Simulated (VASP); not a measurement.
# As (Im-3m) in VASP: a series of runs

As is run at these levels: r2SCAN; tasks: single point, relaxation of cell and atoms.

Program: VASP 6.6.1. These are calculated values, not measurements. Logs are shortened: lines on timing, memory, paths and dates and some standing lists are left out, and cuts for length are marked.

### 1 The cell of the first run

The structure is cubic, space group Im-3m (No. 229). Conventional cell: a = 3.351 Å, b = 3.351 Å, c = 3.351 Å, α = 90.00°, β = 90.00°, γ = 90.00°. Within 3.8 Å of As (site symmetry m-3m) lie 14 As at 2.90 to 3.35 Å.

This isn't the form of As at room conditions, which is rhombohedral.

### 2 Single point, r2SCAN

Input file POSCAR:

```
As
1.0
   -1.6753126093      1.6753126093      1.6753126093
    1.6753126093     -1.6753126093      1.6753126093
    1.6753126093      1.6753126093     -1.6753126093
As
1
Direct
    0.0000000000      0.0000000000      0.0000000000
```

Input file INCAR.step1:

```
SYSTEM = As
PREC = Accurate
ENCUT = 550
ISMEAR = -1
SIGMA = 0.1
LREAL = .FALSE.
LASPH = .TRUE.
NELM = 120
NBANDS = 8
GGA = PE
ALGO = Normal
EDIFF = 1E-5
LWAVE = .TRUE.
LCHARG = .FALSE.
GGA_COMPAT = .FALSE.
```

Input file INCAR.step2:

```
SYSTEM = As
PREC = Accurate
ENCUT = 550
EDIFF = 1E-6
ISMEAR = -1
SIGMA = 0.1
LREAL = .FALSE.
LASPH = .TRUE.
NELM = 120
ALGO = Normal
ISIF = 2
LWAVE = .FALSE.
LCHARG = .TRUE.
METAGGA = R2SCAN
LMIXTAU = .TRUE.
LELF = .TRUE.
LVHAR = .TRUE.
NBANDS = 8
ISTART = 1
GGA_COMPAT = .FALSE.
```

Input file KPOINTS:

```
regular mesh
0
G
  13 13 13
  0 0 0
```

Potentials or basis: VASP PAW PBE potentials, release 64 (As).

Run with:

```console
cat potpaw_PBE.64/As/POTCAR > POTCAR
cp INCAR.step1 INCAR
mpirun -np 1 vasp_std > vasp.out
cp INCAR.step2 INCAR
mpirun -np 1 vasp_std > vasp.out
```

OUTCAR:

```text
SYSTEM = As
   PREC = Accurate
   ENCUT = 550
   EDIFF = 1E-6
   ISMEAR = -1
   LREAL = .FALSE.
   LASPH = .TRUE.
   NELM = 120
   ISIF = 2
   METAGGA = R2SCAN
   ISTART = 1

 ion  position               nearest neighbor table
   1  0.000  0.000  0.000-

  LATTYP: Found a body centered cubic cell.
 ALAT       =     3.3506252186

  Lattice vectors:

 A1 = (  -1.6753126093,   1.6753126093,   1.6753126093)
 A2 = (   1.6753126093,  -1.6753126093,   1.6753126093)
 A3 = (   1.6753126093,   1.6753126093,  -1.6753126093)

Analysis of symmetry for initial positions (statically):
=====================================================================
 Subroutine PRICEL returns:
 Original cell was already a primitive cell.

 Routine SETGRP: Setting up the symmetry group for a
 body centered cubic supercell.

 Subroutine GETGRP returns: Found 48 space group operations
 (whereof 48 operations were pure point group operations)
 out of a pool of 48 trial point group operations.

The static configuration has the point symmetry O_h .

Analysis of symmetry for dynamics (positions and initial velocities):
=====================================================================
 Subroutine PRICEL returns:
 Original cell was already a primitive cell.

 Routine SETGRP: Setting up the symmetry group for a
 body centered cubic supercell.

 Subroutine GETGRP returns: Found 48 space group operations
 (whereof 48 operations were pure point group operations)
 out of a pool of 48 trial point group operations.

The dynamic configuration has the point symmetry O_h .

 Subroutine INISYM returns: Found 48 space group operations
 (whereof 48 operations are pure point group operations),
 and found     1 'primitive' translations

----------------------------------------------------------------------------------------

                                     Primitive cell

  volume of cell :      18.8082

  direct lattice vectors                    reciprocal lattice vectors
    -1.675312609  1.675312609  1.675312609     0.000000000  0.298451762  0.298451762
     1.675312609 -1.675312609  1.675312609     0.298451762  0.000000000  0.298451762
     1.675312609  1.675312609 -1.675312609     0.298451762  0.298451762  0.000000000

  length of vectors
     2.901726558  2.901726558  2.901726558     0.422074529  0.422074529  0.422074529

  position of ions in fractional coordinates (direct lattice)
     0.000000000  0.000000000  0.000000000

  ion indices of the primitive-cell ions
   primitive index   ion index
                 1           1

----------------------------------------------------------------------------------------

 KPOINTS: regular mesh

Automatic generation of k-mesh.
 Grid dimensions read from file:
 generate k-points for:   13   13   13

 Generating k-lattice:

  Cartesian coordinates                     Fractional coordinates (reciprocal lattice)
     0.000000000  0.022957828  0.022957828     0.076923077  0.000000000  0.000000000
     0.022957828  0.000000000  0.022957828     0.000000000  0.076923077  0.000000000
     0.022957828  0.022957828  0.000000000     0.000000000  0.000000000  0.076923077

  Length of vectors
     0.032467271  0.032467271  0.032467271

  Shift w.r.t. Gamma in fractional coordinates (k-lattice)
     0.000000000  0.000000000  0.000000000

 Subroutine IBZKPT returns following result:
 ===========================================

 Found     84 irreducible k-points:

 Following reciprocal coordinates:
            Coordinates               Weight
  0.000000  0.000000  0.000000      1.000000
  0.076923  0.000000  0.000000     12.000000
  0.153846  0.000000  0.000000     12.000000
  0.230769  0.000000  0.000000     12.000000
  0.307692  0.000000  0.000000     12.000000
  0.384615  0.000000  0.000000     12.000000
[... 16 lines left out ...]
  0.153846  0.076923  0.076923     24.000000
  0.230769  0.076923  0.076923     24.000000
 [... further k-points ...]
   k-points           NKPTS =     84   k-points in BZ     NKDIM =     84   number of bands    NBANDS=      8
   number of dos      NEDOS =    301   number of ions     NIONS =      1
   total plane-waves  NPLWV =  13824
   dimension x,y,z NGX =    24 NGY =   24 NGZ =   24
   dimension x,y,z NGXF=    48 NGYF=   48 NGZF=   48
   ions per type =               1
   NGX,Y,Z   is equivalent  to a cutoff of  13.75, 13.75, 13.75 a.u.
   NGXF,Y,Z  is equivalent  to a cutoff of  27.50, 27.50, 27.50 a.u.
 SYSTEM =  As
   PREC   = accura    normal or accurate (medium, high low for compatibility)
   ISTART =      1    job   : 0-new  1-cont  2-samecut
   ICHARG =      0    charge: 1-file 2-atom 10-const
   ISPIN  =      1    spin polarized calculation?
   LNONCOLLINEAR =      F non collinear calculations
   LSORBIT =      F    spin-orbit coupling
   LASPH  =      T    aspherical Exc in radial PAW
   ENCUT  =  550.0 eV  40.42 Ry    6.36 a.u.   5.55  5.55  5.55*2*pi/ulx,y,z
   NELM   =    120;   NELMIN=  2; NELMDL=  0     # of ELM steps
   EDIFF  = 0.1E-05   stopping-criterion for ELM
   LREAL  =      F    real-space projection
   EDIFFG = 0.1E-04   stopping-criterion for IOM
   NSW    =      0    number of steps for IOM
   IBRION =     -1    ionic relax: 0-MD 1-quasi-New 2-CG
   NFREE  =      0    steps in history (QN), initial steepest desc. (CG)
   ISIF   =      2    stress and relaxation
   ISYM   =      2    0-nonsym 1-usesym 2-fastsym
   POTIM  = 0.5000    time-step for ionic-motion
   TEBEG  =    0.0;   TEEND  =   0.0 temperature during run
   PSTRESS=    0.0 pullay stress
   NELECT =       5.0000    total number of electrons
   NUPDOWN=      -1.0000    fix difference up-down
   EMIN   =  10.00;   EMAX   =-10.00  energy-range for DOS
   EFERMI =   0.00;   METHOD = LEGACY
   ISMEAR =    -1;   SIGMA  =   0.10  broadening in eV -4-tet -1-fermi 0-gaus
   EFERMI_NEDOS =   21; number of points for ismear=-14 and -15
   IALGO  =     38    algorithm
   IMIX   =      4    mixing-type and parameters
     AMIX     =   0.40;   BMIX     =  1.00
     AMIX_MAG =   1.60;   BMIX_MAG =  1.00
  volume/ion in A,a.u.               =      18.81       126.92
  Fermi-wavevector in a.u.,A,eV,Ry     =   1.052646  1.989212 15.076118  1.108063
  Thomas-Fermi vector in A             =   2.187737
   LORBIT       =      0    0 simple, 1 ext, 2 COOP (PROOUT), +10 PAW based schemes
   METAGGA = R2SCAN    functional components
   LHFCALC =     F    Hartree Fock is set to
   AEXX    =    0.0000 exact exchange contribution
   IVDW    =     0    specifies the selected vdW correction
   LEPSILON=     F    determine dielectric tensor
   LRPA    =     F    only Hartree local field effects (RPA)
 non-spin polarized calculation
  energy-cutoff  :      550.00
  volume of cell :       18.81
 maximum number of plane-waves:       572
 NGX is ok and might be reduce to    24
   NGX = 11   NGY = 11   NGZ = 11

 number of electron       5.0000000 magnetization

 Free energy of the ion-electron system (eV)
  ---------------------------------------------------
  ext. energy  EPLUGINS =         0.00000000
  ---------------------------------------------------
  free energy    TOTEN  =       -14.10481312 eV

  energy without entropy =      -14.08390599  energy(sigma->0) =      -14.09435956

 E-fermi :   6.3650     XC(G=0): -11.3672

 val. band max:        6.3473945201   @ k =   0.1538   0.0769   0.0769
 cond. band min:       6.3804563150   @ k =   0.3077   0.1538   0.0000
 fundamental gap:      0.0330617948
 Fermi energy:         6.3649635959

 k-point     1 :       0.0000    0.0000    0.0000
  band No.  band energies     occupation
      1      -9.4226      2.00000
      2      12.7289      0.00000
      3      12.7289      0.00000
      4      12.7289      0.00000
      5      20.0785      0.00000
      6      20.0785      0.00000
      7      20.0785      0.00000
      8      22.7509      0.00000

 k-point     2 :       0.0769    0.0000    0.0000
  band No.  band energies     occupation
      1      -9.2660      2.00000
      2      11.6928      0.00000
      3      12.2779      0.00000
      4      12.6395      0.00000
      5      19.4319      0.00000
      6      19.7043      0.00000
      7      20.8162      0.00000
      8      22.1885      0.00000

 k-point     3 :       0.1538    0.0000    0.0000
  band No.  band energies     occupation
      1      -8.7982      2.00000
      2       9.3685      0.00000
      3      11.2976      0.00000
      4      12.3876      0.00000
      5      18.2592      0.00000
      6      18.3341      0.00000
      7      22.2734      0.00000
      8      22.2744      0.00000

 k-point     4 :       0.2308    0.0000    0.0000
  band No.  band energies     occupation
      1      -8.0277      2.00000
      2       6.6689      0.09132
      3      10.2630      0.00000
      4      12.0293      0.00000
      5      16.9901      0.00000
      6      17.1657      0.00000
      7      22.3833      0.00000
      8      22.9569      0.00000

 k-point     5 :       0.3077    0.0000    0.0000
  band No.  band energies     occupation
      1      -6.9772      2.00000
      2       4.0093      2.00000
      3       9.3950      0.00000
      4      11.6536      0.00000
      5      15.9761      0.00000
      6      16.3046      0.00000
      7      23.0294      0.00000
      8      23.9508      0.00000

 k-point     6 :       0.3846    0.0000    0.0000
  band No.  band energies     occupation
      1      -5.7174      2.00000
      2       1.6212      2.00000
      3       8.7845      0.00000
      4      11.3502      0.00000
      5      15.3082      0.00000
      6      15.7189      0.00000
      7      24.1285      0.00000
      8      25.1990      0.00000

 k-point     7 :       0.4615    0.0000    0.0000
  band No.  band energies     occupation
      1      -4.5521      2.00000
      2      -0.1221      2.00000
      3       8.4713      0.00000
      4      11.1828      0.00000
      5      14.9772      0.00000
      6      15.4236      0.00000
      7      25.5227      0.00000
      8      26.5365      0.00000
[... 133 lines left out ...]
 k-point    20 :       0.3846    0.2308    0.0000
  band No.  band energies     occupation
      1      -3.6117      2.00000
      2       0.6785      2.00000
      3       3.9250      2.00000
      4       9.5386      0.00000
      5      17.0993      0.00000
      6      20.4246      0.00000
      7      22.9145      0.00000
      8      24.6711      0.00000

 k-point    21 :       0.3077    0.3077    0.0000
  band No.  band energies     occupation
      1      -3.4232      2.00000
      2       1.4203      2.00000
      3       2.5864      2.00000
      4       9.4225      0.00000
      5      17.6477      0.00000
      6      20.6066      0.00000
      7      22.1572      0.00000
      8      26.6999      0.00000

 k-point    22 :       0.0769    0.0769    0.0769
  band No.  band energies     occupation
      1      -8.4889      2.00000
      2       8.3951      0.00000
      3      11.0624      0.00000
      4      11.0624      0.00000
      5      18.6545      0.00000
      6      18.6545      0.00000
      7      22.0878      0.00000
      8      22.7862      0.00000

 k-point    23 :       0.1538    0.0769    0.0769
  band No.  band energies     occupation
      1      -7.7243      2.00000
      2       6.3474      1.08762
      3       9.3597      0.00000
      4      10.3978      0.00000
      5      18.3773      0.00000
      6      18.5370      0.00000
      7      23.2503      0.00000
      8      23.2809      0.00000

 k-point    24 :       0.2308    0.0769    0.0769
  band No.  band energies     occupation
      1      -6.6852      2.00000
      2       4.0577      2.00000
      3       8.0648      0.00000
      4       9.7856      0.00000
      5      17.9803      0.00000
      6      18.1410      0.00000
      7      23.7598      0.00000
      8      24.2261      0.00000

 [... further k-points ...]

------------------------ aborting loop because EDIFF is reached ----------------------------------------

  FORCE on cell =-STRESS in cart. coord.  units (eV):
  Direction    XX          YY          ZZ          XY          YZ          ZX
  --------------------------------------------------------------------------------------
  -------------------------------------------------------------------------------------
  Total       -0.0097384     -0.0097384     -0.0097384      0.0000000      0.0000000      0.0000000
  in kB       -0.8295692     -0.8295692     -0.8295692      0.0000000      0.0000000      0.0000000
  external PRESSURE =      -0.8295692 kB  Pullay stress =       0.0000000 kB

 VOLUME and BASIS-vectors are now :
 -----------------------------------------------------------------------------
  energy-cutoff  :      550.00
  volume of cell :       18.81
      direct lattice vectors                 reciprocal lattice vectors
    -1.675312609  1.675312609  1.675312609     0.000000000  0.298451762  0.298451762
     1.675312609 -1.675312609  1.675312609     0.298451762  0.000000000  0.298451762
     1.675312609  1.675312609 -1.675312609     0.298451762  0.298451762  0.000000000

 POSITION                                       TOTAL-FORCE (eV/Angst)
 -----------------------------------------------------------------------------------
      0.00000      0.00000      0.00000         0.000000      0.000000     -0.000000
 -----------------------------------------------------------------------------------
    total drift:                                0.000000     -0.000000      0.000000

  FREE ENERGIE OF THE ION-ELECTRON SYSTEM (eV)
  ---------------------------------------------------
  free  energy   TOTEN  =       -14.1048131230 eV

  energy  without entropy=      -14.0839059874  energy(sigma->0) =      -14.09435956
```

Wall time 27 s (1 thread of Intel Xeon Platinum 8488C (Sapphire Rapids), shared host); peak memory 0.14 GiB.

Results:

```yaml
Free_energy: -14.1048 eV
Pressure: -0.1 GPa
Band_gap_on_the_k_mesh: zero (an odd number of electrons rules out a gap without spin polarisation)
```

Caveat: the PAW data sets were made with another functional, which shifts forces and pressure a little.

### 3 Relaxation of cell and atoms, r2SCAN

This run uses another cell than the first one, of 18.30 Å³/atom.

Input file POSCAR:

```
As
1.0
   -1.6601131187      1.6601131187      1.6601131187
    1.6601131187     -1.6601131187      1.6601131187
    1.6601131187      1.6601131187     -1.6601131187
As
1
Direct
    0.0000000000      0.0000000000      0.0000000000
```

Input file INCAR.step1:

```
SYSTEM = As
ALGO = Normal ; EDIFF = 1E-5
EDIFFG = -0.005 ; ENCUT = 550
GGA = PE ; GGA_COMPAT = .FALSE.
IBRION = 2 ; ISIF = 3
ISMEAR = -1 ; LASPH = .TRUE.
LCHARG = .FALSE. ; LREAL = .FALSE.
LWAVE = .TRUE. ; NELM = 120
NELMIN = 4 ; NSW = 100
PREC = Accurate ; SIGMA = 0.1
```

Input file INCAR.step2:

```
SYSTEM = As
ALGO = Normal ; EDIFF = 1E-7
EDIFFG = -0.01 ; ENCUT = 550
GGA_COMPAT = .FALSE. ; IBRION = 2
ISIF = 3 ; ISMEAR = -1
ISTART = 1 ; LASPH = .TRUE.
LCHARG = .FALSE. ; LMIXTAU = .TRUE.
LREAL = .FALSE. ; LWAVE = .FALSE.
METAGGA = R2SCAN ; NELM = 120
NELMIN = 4 ; NSW = 80
PREC = Accurate ; SIGMA = 0.1
```

Input file KPOINTS:

```
k-points
0
G
  13 13 13
  0 0 0
```

Potentials or basis: VASP PAW PBE potentials, release 64 (As).

Run with:

```console
cat potpaw_PBE.64/As/POTCAR > POTCAR
cp INCAR.step1 INCAR
mpirun -np 1 vasp_std > vasp.out
cp INCAR.step2 INCAR
mpirun -np 1 vasp_std > vasp.out
```

It took 55 s on 1 thread of Intel Xeon Platinum 8488C (Sapphire Rapids), shared host; peak memory 0.15 GiB.

It converged, with:

* Free energy: -14.1048 eV
* Relaxed volume: 18.78 Å³/atom
* Relaxed cell: a = 2.900 Å, b = 2.900 Å, c = 2.900 Å, α = 109.47°, β = 109.47°, γ = 109.47°
* Space group after relaxing (to 0.1 Å): Im-3m (No. 229)
* Energy gained by relaxing: 3.3 meV/atom
* Ionic steps: 3
* Pressure after relaxing: 0.0 GPa
* Band gap on the k mesh: zero (an odd number of electrons rules out a gap without spin polarisation)

The path:
| step | energy change (eV) | largest force (eV/Å) | pressure (GPa) | volume (Å³) |
| --- | --- | --- | --- | --- |
| 1 | 0.0000 | 0.0000 | 2.28 | 18.30 |
| 2 | -0.0027 | 0.0000 | -0.92 | 19.00 |
| 3 | -0.0033 | 0.0000 | 0.01 | 18.78 |

Final structure:
```
CELL_PARAMETERS angstrom
-1.67455 1.67455 1.67455
1.67455 -1.67455 1.67455
1.67455 1.67455 -1.67455
ATOMIC_POSITIONS crystal
As 0.00000 0.00000 0.00000
```

Levels at points of the mesh, in eV from the Fermi level:
| k point | band 1 | band 2 | band 3 | band 4 | band 5 | band 6 |
| --- | --- | --- | --- | --- | --- | --- |
| (0.00, 0.00, 0.00) | -15.80 | 6.38 | 6.38 | 6.38 | 13.72 | 13.72 |

Caveat: the PAW data sets were made with another functional, which shifts forces and pressure a little.

### 4 Single point, r2SCAN, non-collinear spin, zero start, spin-orbit coupling

Input file POSCAR:

```
As
1.0
   -1.6753126093      1.6753126093      1.6753126093
    1.6753126093     -1.6753126093      1.6753126093
    1.6753126093      1.6753126093     -1.6753126093
As
1
Direct
    0.0000000000      0.0000000000      0.0000000000
```

Input file INCAR.step1:

```
ALGO = Normal ; EDIFF = 1E-5
ENCUT = 550 ; GGA = PE
GGA_COMPAT = False ; ISMEAR = -1
LASPH = True ; LCHARG = False
LREAL = False ; LSORBIT = True
LWAVE = True ; MAGMOM = 0 0 0
NBANDS = 16 ; NELM = 200
PREC = Accurate ; SIGMA = 0.1
```

Input file INCAR.step2:

```
ALGO = Normal ; EDIFF = 1E-6
ENCUT = 550 ; GGA_COMPAT = False
ISIF = 2 ; ISMEAR = -1
ISTART = 1 ; LASPH = True
LCHARG = False ; LMIXTAU = True
LORBIT = 11 ; LORBMOM = True
LREAL = False ; LSORBIT = True
LWAVE = False ; MAGMOM = 0 0 0
METAGGA = R2SCAN ; NBANDS = 16
NELM = 200 ; PREC = Accurate
SIGMA = 0.1
```

Input file KPOINTS:

```
k-points
0
Gamma
  13 13 13
```

Run with:

```console
cat potpaw_PBE.64/As/POTCAR > POTCAR
cp INCAR.step1 INCAR
mpirun -np 1 vasp_ncl > vasp.out
cp INCAR.step2 INCAR
mpirun -np 1 vasp_ncl > vasp.out
```

Wall time 2.2 min (1 thread of Intel Xeon Platinum 8488C (Sapphire Rapids), shared host); peak memory 0.23 GiB.

The run converged. Its results:

```
Free energy                                           : -14.1174 eV
Pressure                                              : -0.1 GPa
Net moment                                            : 0.00 μB per cell
Valence electrons inside the program's atomic spheres : As 2.65
```

Moments on the atoms (μB; x, y, z):
```
As  0.00 0.00 0.00
```

Caveat: the PAW data sets were made with another functional, which shifts forces and pressure a little.

### 5 Overview

| task | spin | cell | gap on the mesh (eV) | pressure (GPa) |
| --- | --- | --- | --- | --- |
| single point | off | a = 2.902 Å, angles 109.5°, 1 atom | none | -0.1 |
| relaxation of cell and atoms | off | relaxed from a = 2.875 Å, angles 109.5°, 1 atom | none | 0.0 |
| single point | non-collinear, zero start, SOC | a = 2.902 Å, angles 109.5°, 1 atom | - | -0.1 |

Alike in all rows: level r2SCAN; potentials or basis VASP PAW PBE potentials, release 64 (As); k mesh 13 × 13 × 13; cutoff (eV) 550; smearing fermi-dirac 0.1 eV.

Caveats: the PAW data sets were made with another functional, which shifts forces and pressure a little.

Absolute energies hang on the potentials; compare differences alone.
